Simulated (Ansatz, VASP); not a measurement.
Given: the input of a run of Ansatz 0.2.0 on Tc.

The input input.yaml:

```yaml
crystal:
  lattice:
    - [2.6834343898, 0.0, 0.0]
    - [-1.3417171949, 2.3239223509, 0.0]
    - [0.0, 0.0, 8.5906610552]
  atoms:
    - { symbol: Tc, position: [0.6666666667, 0.3333333333, 0.75] }
    - { symbol: Tc, position: [0.0, 0.0, 0.5] }
    - { symbol: Tc, position: [0.3333333333, 0.6666666667, 0.25] }
    - { symbol: Tc, position: [0.0, 0.0, 0.0] }
hamiltonian:
  xc: pbe
  pseudopotentials: { kind: paw }
kpoints:
  mp_grid: { grid: [11, 11, 3] }
scf:
  occupations: { method: fermi_dirac, width: 0.05 }
output:
  forces: true
  stress: true
  eigenvalues: true
```

Potentials or basis: Ansatz PAW earlier set.

Command:

```console
$ ansatz run input.yaml --threads 1 --pin off --max-ram 3584MiB --backend cpu --events-out ev --progress --plain --runs-dir out
```

Q: Translate it to VASP 6.6.1. Potentials there: VASP PAW PBE potentials, release 64 (Tc_pv).

A: As run (the cutoff follows the program's own potentials):

File INCAR:

```
SYSTEM = Tc
ALGO = Fast
EDIFF = 1E-6
ENCUT = 520
GGA = PE
ISIF = 2
ISMEAR = -1
LASPH = .True.
LCHARG = .False.
LREAL = .False.
LWAVE = .False.
NBANDS = 34
NELM = 100
PREC = Accurate
SIGMA = 0.05
```

The input KPOINTS:

```
k-points
0
Gamma
  11 11 3
  0 0 0
```

File POSCAR:

```
Tc
1.0
    2.6834343898      0.0000000000      0.0000000000
   -1.3417171949      2.3239223509      0.0000000000
    0.0000000000      0.0000000000      8.5906610552
Tc
4
Direct
    0.6666666667      0.3333333333      0.7500000000
    0.0000000000      0.0000000000      0.5000000000
    0.3333333333      0.6666666667      0.2500000000
    0.0000000000      0.0000000000      0.0000000000
```

Potentials or basis: VASP PAW PBE potentials, release 64 (Tc_pv).

Launch:

```bash
$ cat potpaw_PBE.64/Tc_pv/POTCAR > POTCAR
$ mpirun -np 1 vasp_std > vasp.out
```

Both were run:

|  | VASP | Ansatz | Ansatz less VASP |
| --- | --- | --- | --- |
| gap on the k mesh at the Fermi level (eV) | none | none | - |
| pressure (GPa) | 26.3 | 27.0 | +0.75 |
| traceless stress, the component that is largest in VASP (GPa) | 1.54 | 1.56 | +0.020 |

A gap of «none» marks a metal or a gap that the smearing closes. The functional is the same, so the differences come from potentials, cutoffs and numerics. VASP's potentials hold 52 valence electrons a cell and Ansatz's 60, so a difference there can come from the potentials and not from the codes.
